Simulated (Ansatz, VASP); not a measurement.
**ZrSi2: VASP beside Ansatz**

```
Zr Si
1.0
     4.01541    0.00000    0.00000
    -2.00771    3.47745    0.00000
     0.00000    0.00000    3.59627
Zr Si
1 2
Direct
  0.00000 0.00000 0.00000
  0.33333 0.66667 0.49805
  0.66667 0.33333 0.50195
```

Change from the starting cell: species swapped into the CaSi2 type (P-3m1, No. 164).

Alike in both runs: functional PBE; k mesh 6 × 6 × 4; occupations gaussian, width 0.2 eV; no spin polarisation.

Ansatz relaxed the structure, and its values are those at the end. VASP's run is a single point on that final structure, the one shown.

|  | VASP | Ansatz |
| --- | --- | --- |
| version | VASP 6.6.1 | Ansatz 0.2.0 |
| potentials or method | VASP PAW PBE potentials, release 64 (Zr_sv, Si), cutoff 500 eV | scalar-relativistic, plane waves, PAW |
| valence electrons in the cell | 20 | 20 |

```csv
,VASP,Ansatz,Ansatz less VASP
gap on the k mesh at the Fermi level (eV),none,none,-
pressure (GPa),0.3,0.3,0.00
rms of the force components (eV/Å),0.008,0.008,-0.0001
```

A gap of «none» marks a metal or a gap that the smearing closes.

The k mesh is coarse, so the values compare programs but aren't converged.
